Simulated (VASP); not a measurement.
Set up this calculation in VASP 6.6.1, as the native input.

```
Task                   : single point
Functional             : RPBE
Potentials or basis    : VASP PAW PBE potentials, release 64 (Cr_pv)
Cutoff                 : 520 eV
k mesh                 : 12 × 12 × 12
Occupations            : methfessel-paxton, width 0.15 eV
Spin                   : collinear spin, ferromagnetic start
Starting moments       : [3.0] μB
Hubbard terms          : Cr d U = 3.5 eV
Dipole correction      : no
Further INCAR settings : ALGO = Normal; EDIFF = 1e-06; NBANDS = 16
```

The structure of Cr lies in POSCAR:

```
Cr
1.0
   -1.8073093760      1.8073093760      1.8073093760
    1.8073093760     -1.8073093760      1.8073093760
    1.8073093760      1.8073093760     -1.8073093760
Cr
1
Direct
    0.0000000000      0.0000000000      0.0000000000
```

One way to write it, as run:

INCAR

```
PREC     = Accurate       # precision mode
ENCUT    = 520            # plane-wave cutoff, eV
EDIFF    = 1E-6           # SCF threshold, eV
ISMEAR   = 1              # smearing method
SIGMA    = 0.15           # smearing width, eV
LREAL    = F              # projectors in reciprocal space
LASPH    = T              # aspherical terms in the spheres
NELM     = 150            # most SCF steps
ALGO     = Normal         # electronic algorithm
ISIF     = 2              # what is computed and relaxed
LWAVE    = F              # write WAVECAR
LCHARG   = F              # write CHGCAR
ISPIN    = 2              # spin polarisation
MAGMOM   = 3              # initial moments
LORBIT   = 11             # projections on sites
LMAXMIX  = 4              # l up to which the mixer works
LDAU     = T              # DFT+U
LDAUTYPE = 2            
LDAUL    = 2              # shell
LDAUU    = 3.5            # U, eV
LDAUJ    = 0            
LDAUPRINT= 1            
GGA      = RP             # functional
NBANDS   = 16             # bands
```

KPOINTS

```
regular mesh
0
Gamma
  12 12 12
```

Potentials or basis: VASP PAW PBE potentials, release 64 (Cr_pv).

The run is started by

```console
$ cat potpaw_PBE.64/Cr_pv/POTCAR > POTCAR
$ mpirun -np 1 vasp_std > vasp.out
```

Results of the run:

| Quantity | Value |
| --- | --- |
| Pressure | -1.5 GPa |
| Net moment | 4.86 μB per cell |
| Site moments | Cr +4.25 μB |
| Valence electrons inside the program's atomic spheres | Cr 10.53 |

Caveat: an empty level that is flat over the whole mesh can mark a ghost state of the potentials, or a narrow d or f band; the PAW data sets were made with another functional, which shifts forces and pressure a little; the U is typed as a test and isn't derived for this compound.

Run time: 57 s on 1 thread of AMD EPYC 7R13, with other jobs on the host, peak memory 0.14 GiB.
